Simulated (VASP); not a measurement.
# Ge: single point with LDA

The system is Ge.

```xyz
2
Lattice="0.0000 2.8109 2.8109 2.8109 0.0000 2.8109 2.8109 2.8109 0.0000" Properties=species:S:1:pos:R:3 pbc="T T T"
Ge    0.0000    0.0000    0.0000
Ge    1.4055    1.4055    1.4055
```

```json
{
 "Program": "VASP 6.6.1",
 "Task": "single point",
 "Functional": "LDA",
 "Potentials or basis": "VASP PAW LDA potentials, release 64 (Ge_d)",
 "Cutoff": "500 eV",
 "k mesh": "12 × 12 × 12",
 "Occupations": "gaussian, width 0.1 eV",
 "Spin": "no spin polarisation"
}
```

```json
{
 "Pressure": "0.1 GPa"
}
```

Levels at points of the mesh, in eV from the Fermi level:
| k point | band 10 | band 11 | band 12 | band 13 | band 14 | band 15 | band 16 | band 17 | band 18 | band 19 |
| --- | --- | --- | --- | --- | --- | --- | --- | --- | --- | --- |
| (0.00, 0.00, 0.00) | -24.73 | -12.98 | -0.03 | -0.03 | -0.03 | 0.00 | 2.50 | 2.50 | 2.50 | 6.22 |
| (0.50, 0.00, 0.00) | -24.70 | -10.85 | -7.76 | -1.47 | -1.47 | 0.09 | 3.70 | 3.70 | 6.95 | 10.49 |
| (0.50, 0.50, 0.00) | -24.68 | -9.03 | -9.03 | -3.17 | -3.17 | 0.61 | 0.61 | 9.54 | 9.54 | 11.60 |

It took 46 s on 1 thread of Intel Xeon 6975P-C, on a shared host, peak memory 0.18 GiB.
